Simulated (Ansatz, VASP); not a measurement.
HfSc2O2 in VASP and in Ansatz

INCAR

```
PREC     = Accurate       # precision mode
ENCUT    = 600            # plane-wave cutoff, eV
EDIFF    = 1E-6           # SCF threshold, eV
ISMEAR   = 0              # smearing method
SIGMA    = 0.1            # smearing width, eV
LREAL    = F              # projectors in reciprocal space
LASPH    = T              # aspherical terms in the spheres
NELM     = 120            # most SCF steps
ALGO     = Normal         # electronic algorithm
ISIF     = 2              # what is computed and relaxed
LWAVE    = F              # write WAVECAR
LCHARG   = F              # write CHGCAR
GGA      = PE             # functional
NBANDS   = 30             # bands
GGA_COMPAT= F
```

KPOINTS

```
Automatic mesh
0
Gamma
  6 6 4
```

File POSCAR:

```
HfSc2O2
1.0
    3.8139106379      0.0000000000      0.0000000000
   -1.9069553190      3.3029435002      0.0000000000
    0.0000000000      0.0000000000      6.4752731195
Hf Sc O
1 2 2
Direct
    0.0000000000      0.0000000000      0.0000000000
    0.3333333333      0.6666666667      0.6200000000
    0.6666666667      0.3333333333      0.3800000000
    0.3333333333      0.6666666667      0.2600000000
    0.6666666667      0.3333333333      0.7400000000
```

Input for Ansatz:

```yaml
crystal:
  lattice:
    - [3.8139106379, 0.0, 0.0]
    - [-1.906955319, 3.3029435002, 0.0]
    - [0.0, 0.0, 6.4752731195]
  atoms:
    - { symbol: Hf, position: [0.0, 0.0, 0.0] }
    - { symbol: Sc, position: [0.3333333333, 0.6666666667, 0.62] }
    - { symbol: Sc, position: [0.6666666667, 0.3333333333, 0.38] }
    - { symbol: O, position: [0.3333333333, 0.6666666667, 0.26] }
    - { symbol: O, position: [0.6666666667, 0.3333333333, 0.74] }
basis:
  ecutwfc: 420
kpoints:
  mp_grid: { grid: [6, 6, 4] }
hamiltonian:
  xc: pbe
scf:
  occupations: { method: gaussian, width: 0.1 }
  lower_state_search: "off"
output:
  forces: true
  stress: true
  eigenvalues: true
```

Alike in both runs: task single point; functional PBE; k mesh 6 × 6 × 4; occupations gaussian, width 0.1 eV; no spin polarisation.

|  | VASP | Ansatz |
| --- | --- | --- |
| version | VASP 6.6.1 | Ansatz 0.2.0 |
| potentials or method | VASP PAW PBE potentials, release 64 (Hf_pv, Sc_sv, O), cutoff 600 eV | scalar-relativistic, plane waves, PAW |
| valence electrons in the cell | 44 | 60 |

Ansatz gave:

```
gap on the k mesh at the Fermi level (eV)                     : none
pressure (GPa)                                                : -12.5
traceless stress, the component that is largest in VASP (GPa) : 5.86
rms of the force components (eV/Å)                            : 1.175
```

Task: Estimate VASP's values.

Result: gap on the k mesh at the Fermi level (eV): none; pressure (GPa): -12.5; traceless stress, the component that is largest in VASP (GPa): 5.82; rms of the force components (eV/Å): 1.183.

Atom by atom the forces differ by 0.030 eV/Å (rms over components). A gap of «none» marks a metal or a gap that the smearing closes. VASP's potentials hold 44 valence electrons a cell and Ansatz's 60, so a difference there can come from the potentials and not from the codes.

Spin-orbit coupling is off throughout.
